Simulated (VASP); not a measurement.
# NiO in VASP: single point with r2SCAN

Aim: the single point of NiO with r2SCAN.

Program: VASP 6.6.1. These are calculated values, not measurements. Logs are shortened: lines on timing, memory, paths and dates and some standing lists are left out, and cuts for length are marked.

## Step 1: The cell of the first run

The cell holds a wire with vacuum, 2 atoms: a = 9.000 Å, b = 9.300 Å, c = 3.435 Å, α = 90.00°, β = 90.00°, γ = 90.00°.

## Step 2: Single point, r2SCAN, collinear spin, ferromagnetic start

POSCAR

```
NiO
1.0
    9.0000000000      0.0000000000      0.0000000000
    0.0000000000      9.3000000000      0.0000000000
    0.0000000000      0.0000000000      3.4349555316
Ni O
1 1
Direct
    0.5000000000      0.5000000000     -0.0175040569
    0.5000000000      0.5000000000      0.4825040569
```

INCAR.step1

```
  PREC = Accurate
  ENCUT = 520
  ISMEAR = 0
  SIGMA = 0.05
  LREAL = F
  LASPH = T
  NELM = 150
  ISPIN = 2
  MAGMOM = 1.84 0.5
  LMAXMIX = 4
  NBANDS = 19
  GGA = PE
  ALGO = Normal
  EDIFF = 1E-4
  LWAVE = T
  LCHARG = F
```

INCAR.step2

```
  PREC = Accurate
  ENCUT = 520
  EDIFF = 1E-7
  ISMEAR = 0
  SIGMA = 0.05
  LREAL = F
  LASPH = T
  NELM = 150
  ALGO = Normal
  ISIF = 2
  LWAVE = F
  LCHARG = F
  ISPIN = 2
  MAGMOM = 1.84 0.5
  LORBIT = 11
  LMAXMIX = 4
  METAGGA = R2SCAN
  LMIXTAU = T
  NBANDS = 19
  ISTART = 1
```

KPOINTS

```
Automatic mesh
0
Gamma
  1 1 17
```

Potentials or basis: VASP PAW PBE potentials, release 64 (Ni, O).

Launch:

```
> cat potpaw_PBE.64/Ni/POTCAR potpaw_PBE.64/O/POTCAR > POTCAR
> cp INCAR.step1 INCAR
> mpirun -np 1 vasp_std > vasp.out
> cp INCAR.step2 INCAR
> mpirun -np 1 vasp_std > vasp.out
```

OUTCAR:

```text
PREC = Accurate
   ENCUT = 520
   EDIFF = 1E-7
   ISMEAR = 0
   LREAL = F
   LASPH = T
   NELM = 150
   ISIF = 2
   ISPIN = 2
   LORBIT = 11
   METAGGA = R2SCAN
   ISTART = 1

 ion  position               nearest neighbor table
   1  0.500  0.500  0.982-   2 1.72   2 1.72
   2  0.500  0.500  0.483-   1 1.72   1 1.72

  LATTYP: Found a simple orthorhombic cell.
 ALAT       =     3.4349555316
 B/A-ratio  =     2.6201212555
 C/A-ratio  =     2.7074586307

  Lattice vectors:

 A1 = (   0.0000000000,   0.0000000000,   3.4349555316)
 A2 = (   9.0000000000,   0.0000000000,   0.0000000000)
 A3 = (   0.0000000000,   9.3000000000,   0.0000000000)

Analysis of symmetry for initial positions (statically):
=====================================================================
 Subroutine PRICEL returns:
 Original cell was already a primitive cell.

 Routine SETGRP: Setting up the symmetry group for a
 simple orthorhombic supercell.

 Subroutine GETGRP returns: Found  4 space group operations
 (whereof  4 operations were pure point group operations)
 out of a pool of  8 trial point group operations.

The static configuration has the point symmetry C_2v.

Analysis of symmetry for dynamics (positions and initial velocities):
=====================================================================
 Subroutine PRICEL returns:
 Original cell was already a primitive cell.

 Routine SETGRP: Setting up the symmetry group for a
 simple orthorhombic supercell.

 Subroutine GETGRP returns: Found  4 space group operations
 (whereof  4 operations were pure point group operations)
 out of a pool of  8 trial point group operations.

The dynamic configuration has the point symmetry C_2v.

Analysis of structural, dynamic, and magnetic symmetry:
=====================================================================
 Subroutine PRICEL returns:
 Original cell was already a primitive cell.

 Routine SETGRP: Setting up the symmetry group for a
 simple orthorhombic supercell.

 Subroutine GETGRP returns: Found  4 space group operations
 (whereof  4 operations were pure point group operations)
 out of a pool of  8 trial point group operations.

The overall configuration has the point symmetry C_2v.

 Subroutine INISYM returns: Found  4 space group operations
 (whereof  4 operations are pure point group operations),
 and found     1 'primitive' translations

----------------------------------------------------------------------------------------

                                     Primitive cell

  volume of cell :     287.5058

  direct lattice vectors                    reciprocal lattice vectors
     9.000000000  0.000000000  0.000000000     0.111111111  0.000000000  0.000000000
     0.000000000  9.300000000  0.000000000     0.000000000  0.107526882  0.000000000
     0.000000000  0.000000000  3.434955532     0.000000000  0.000000000  0.291124584

  length of vectors
     9.000000000  9.300000000  3.434955532     0.111111111  0.107526882  0.291124584

  position of ions in fractional coordinates (direct lattice)
     0.500000000  0.500000000  0.982495943
     0.500000000  0.500000000  0.482504057

  ion indices of the primitive-cell ions
   primitive index   ion index
                 1           1
                 2           2

----------------------------------------------------------------------------------------

 KPOINTS: Automatic mesh

Automatic generation of k-mesh.
 Grid dimensions read from file:
 generate k-points for:    1    1   17

 Generating k-lattice:

  Cartesian coordinates                     Fractional coordinates (reciprocal lattice)
     0.111111111  0.000000000  0.000000000     1.000000000  0.000000000  0.000000000
     0.000000000  0.107526882  0.000000000     0.000000000  1.000000000  0.000000000
     0.000000000  0.000000000  0.017124976     0.000000000  0.000000000  0.058823529

  Length of vectors
     0.111111111  0.107526882  0.017124976

  Shift w.r.t. Gamma in fractional coordinates (k-lattice)
     0.000000000  0.000000000  0.000000000

 Subroutine IBZKPT returns following result:
 ===========================================

 Found      9 irreducible k-points:

 Following reciprocal coordinates:
            Coordinates               Weight
  0.000000  0.000000  0.000000      1.000000
  0.000000  0.000000  0.058824      2.000000
  0.000000  0.000000  0.117647      2.000000
  0.000000  0.000000  0.176471      2.000000
  0.000000  0.000000  0.235294      2.000000
  0.000000  0.000000  0.294118      2.000000
  0.000000  0.000000  0.352941      2.000000
  0.000000  0.000000  0.411765      2.000000
  0.000000  0.000000  0.470588      2.000000
   k-points           NKPTS =      9   k-points in BZ     NKDIM =      9   number of bands    NBANDS=     19
   number of dos      NEDOS =    301   number of ions     NIONS =      2
   total plane-waves  NPLWV = 137200
   dimension x,y,z NGX =    70 NGY =   70 NGZ =   28
   dimension x,y,z NGXF=   140 NGYF=  140 NGZF=   56
   ions per type =               1   1
   NGX,Y,Z   is equivalent  to a cutoff of  12.93, 12.51, 13.55 a.u.
   NGXF,Y,Z  is equivalent  to a cutoff of  25.86, 25.03, 27.10 a.u.
 SYSTEM =  unknown system
   PREC   = accura    normal or accurate (medium, high low for compatibility)
   ISTART =      1    job   : 0-new  1-cont  2-samecut
   ICHARG =      0    charge: 1-file 2-atom 10-const
   ISPIN  =      2    spin polarized calculation?
   LNONCOLLINEAR =      F non collinear calculations
   LSORBIT =      F    spin-orbit coupling
   LASPH  =      T    aspherical Exc in radial PAW
   ENCUT  =  520.0 eV  38.22 Ry    6.18 a.u.  16.73 17.29  6.39*2*pi/ulx,y,z
   NELM   =    150;   NELMIN=  2; NELMDL=  0     # of ELM steps
   EDIFF  = 0.1E-06   stopping-criterion for ELM
   LREAL  =      F    real-space projection
   EDIFFG = 0.1E-05   stopping-criterion for IOM
   NSW    =      0    number of steps for IOM
   IBRION =     -1    ionic relax: 0-MD 1-quasi-New 2-CG
   NFREE  =      0    steps in history (QN), initial steepest desc. (CG)
   ISIF   =      2    stress and relaxation
   ISYM   =      2    0-nonsym 1-usesym 2-fastsym
   POTIM  = 0.5000    time-step for ionic-motion
   TEBEG  =    0.0;   TEEND  =   0.0 temperature during run
   PSTRESS=    0.0 pullay stress
   NELECT =      16.0000    total number of electrons
   NUPDOWN=      -1.0000    fix difference up-down
   EMIN   =  10.00;   EMAX   =-10.00  energy-range for DOS
   EFERMI =   0.00;   METHOD = LEGACY
   ISMEAR =     0;   SIGMA  =   0.05  broadening in eV -4-tet -1-fermi 0-gaus
   EFERMI_NEDOS =   21; number of points for ismear=-14 and -15
   IALGO  =     38    algorithm
   IMIX   =      4    mixing-type and parameters
     AMIX     =   0.40;   BMIX     =  1.00
     AMIX_MAG =   1.60;   BMIX_MAG =  1.00
  volume/ion in A,a.u.               =     143.75       970.09
  Fermi-wavevector in a.u.,A,eV,Ry     =   0.625028  1.181131  5.315248  0.390660
  Thomas-Fermi vector in A             =   1.685790
   LORBIT       =     11    0 simple, 1 ext, 2 COOP (PROOUT), +10 PAW based schemes
   METAGGA = R2SCAN    functional components
   LHFCALC =     F    Hartree Fock is set to
   AEXX    =    0.0000 exact exchange contribution
   IVDW    =     0    specifies the selected vdW correction
   LEPSILON=     F    determine dielectric tensor
   LRPA    =     F    only Hartree local field effects (RPA)
 spin polarized calculation
 Gauss-broadening in eV      SIGMA  =   0.05
  energy-cutoff  :      520.00
  volume of cell :      287.51
 maximum number of plane-waves:      7765
 NGX is ok and might be reduce to    70
   NGX = 33   NGY = 35   NGZ = 13

 number of electron      15.9999998 magnetization       0.1176412

 Free energy of the ion-electron system (eV)
  ---------------------------------------------------
  ext. energy  EPLUGINS =         0.00000000
  ---------------------------------------------------
  free energy    TOTEN  =       -17.77040826 eV

  energy without entropy =      -17.76708923  energy(sigma->0) =      -17.76874875

 E-fermi :  -5.1236     XC(G=0):  -1.7118

 val. band max:       -5.1241132454   @ k =   0.0000   0.0000   0.2353
 cond. band min:      -5.1230283392   @ k =   0.0000   0.0000   0.2353
 fundamental gap:      0.0010849062
 Fermi energy:        -5.1235691671

 spin component 1

 k-point     1 :       0.0000    0.0000    0.0000
  band No.  band energies     occupation
      1     -24.6331      1.00000
      2      -9.0994      1.00000
      3      -8.0846      1.00000
      4      -8.0839      1.00000
      5      -6.5230      1.00000
      6      -6.5205      1.00000
[... 11 lines left out ...]
     18       3.6659      0.00000
     19       6.2074      0.00000
[... 155 lines left out ...]
 k-point     9 :       0.0000    0.0000    0.4706
  band No.  band energies     occupation
      1     -23.9819      1.00000
      2     -12.4561      1.00000
      3      -9.4119      1.00000
      4      -9.4106      1.00000
      5      -5.8452      1.00000
      6      -5.8451      1.00000
[... 11 lines left out ...]
     18       5.4512      0.00000
     19       5.5490      0.00000
 Fermi energy:        -5.1235691671

 spin component 2

 k-point     1 :       0.0000    0.0000    0.0000
  band No.  band energies     occupation
      1     -24.6105      1.00000
      2      -9.0894      1.00000
      3      -8.0534      1.00000
      4      -8.0532      1.00000
      5      -6.4492      1.00000
      6      -6.2670      1.00000
[... 11 lines left out ...]
     18       3.6722      0.00000
     19       6.2447      0.00000
[... 155 lines left out ...]
 k-point     9 :       0.0000    0.0000    0.4706
  band No.  band energies     occupation
      1     -23.9575      1.00000
      2     -12.4402      1.00000
      3      -9.3109      1.00000
      4      -9.3104      1.00000
      5      -5.7577      1.00000
      6      -5.7576      1.00000
[... 11 lines left out ...]
     18       5.4559      0.00000
     19       5.5485      0.00000

------------------------ aborting loop because EDIFF is reached ----------------------------------------

  FORCE on cell =-STRESS in cart. coord.  units (eV):
  Direction    XX          YY          ZZ          XY          YZ          ZX
  --------------------------------------------------------------------------------------
  -------------------------------------------------------------------------------------
  Total       -0.0372514     -0.0426798     -5.1969555      0.0000000      0.0000000      0.0000000
  in kB       -0.2075899     -0.2378411    -28.9609634      0.0000000      0.0000000      0.0000000
  external PRESSURE =      -9.8021314 kB  Pullay stress =       0.0000000 kB

 VOLUME and BASIS-vectors are now :
 -----------------------------------------------------------------------------
  energy-cutoff  :      520.00
  volume of cell :      287.51
      direct lattice vectors                 reciprocal lattice vectors
     9.000000000  0.000000000  0.000000000     0.111111111  0.000000000  0.000000000
     0.000000000  9.300000000  0.000000000     0.000000000  0.107526882  0.000000000
     0.000000000  0.000000000  3.434955532     0.000000000  0.000000000  0.291124584

 POSITION                                       TOTAL-FORCE (eV/Angst)
 -----------------------------------------------------------------------------------
      4.50000      4.65000      3.37483         0.000000      0.000000      0.000148
      4.50000      4.65000      1.65738         0.000000      0.000000     -0.000148
 -----------------------------------------------------------------------------------
    total drift:                                0.000000      0.000000     -0.006600

  FREE ENERGIE OF THE ION-ELECTRON SYSTEM (eV)
  ---------------------------------------------------
  free  energy   TOTEN  =       -17.7704082599 eV

  energy  without entropy=      -17.7670892348  energy(sigma->0) =      -17.76874875

 total charge

# of ion       s       p       d       tot
------------------------------------------
    1        0.544   0.491   8.255   9.289
    2        1.573   3.388   0.000   4.962
--------------------------------------------------
tot          2.117   3.879   8.255  14.251

 magnetization (x)

# of ion       s       p       d       tot
------------------------------------------
    1       -0.000   0.002   0.104   0.106
    2        0.000   0.010   0.000   0.010
--------------------------------------------------
tot          0.000   0.011   0.104   0.116
```

Wall time 22 min (1 thread of Intel Xeon Platinum 8259CL at 2.50GHz (Skylake/Cascade Lake), shared host); peak memory 0.62 GiB.

Results:

```yaml
Free_energy: -17.7704 eV
Net_moment: 0.12 μB per cell
Site_moments: Ni +0.11; O +0.01 μB
Valence_electrons_inside_the_program's_atomic_spheres: Ni 9.29; O 4.96
```

Levels at points of the mesh, in eV from the Fermi level:
Spin up:
| k point | band 7 | band 8 | band 9 | band 10 | band 11 | band 12 |
| --- | --- | --- | --- | --- | --- | --- |
| (0.00, 0.00, 0.00) | -1.37 | -0.76 | -0.76 | 4.25 | 6.23 | 6.30 |
Spin down:
```
           k point  band 5  band 6  band 7  band 8  band 9  band 10  band 11  band 12
(0.00, 0.00, 0.00)   -1.33   -1.14   -1.14   -0.67   -0.67     4.26     6.23     6.30
```

Caveat: the PAW data sets were made with another functional, which shifts forces and pressure a little; semilocal functionals often make such compounds metallic where correlation or magnetic order opens a gap, which also shifts bond lengths.
